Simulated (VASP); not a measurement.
Runs of VASP 6.6.1 on BN (zinc blende). The structure is that of space group F-43m (No. 216), or close to it. The cells are those of the table. 

| task | cell | gap on the mesh (eV) | pressure (GPa) |
| --- | --- | --- | --- |
| single point | a = 2.431 Å, angles 60.0°, 2 atoms | 4.60 | (c) |
| single point | a = 2.373 Å, angles 60.0°, 2 atoms | 4.66 | 131.2 |
| single point | a = 2.344 Å, angles 60.0°, 2 atoms | 4.69 | (d) |
| single point | a = 2.323 Å, angles 60.0°, 2 atoms | 4.71 | 188.3 |
| single point | a = 2.522 Å, angles 60.0°, 2 atoms | (b) | 19.9 |
| single point | a = 2.582 Å, angles 60.0°, 2 atoms | 4.43 | -7.8 |
| single point | a = 2.486 Å, angles 60.0°, 2 atoms | (a) | 40.3 |

Alike in all rows: level PBE; potentials or basis VASP PAW PBE potentials, release 64 (B, N); no spin polarisation; k mesh 10 × 10 × 10; cutoff (eV) 600; smearing gaussian 0.01 eV.

Task: Estimate the missing entries.

Result: (a) 4.54; (b) 4.50; (c) 79.2; (d) 162.6.

A k mesh can miss the band edges.
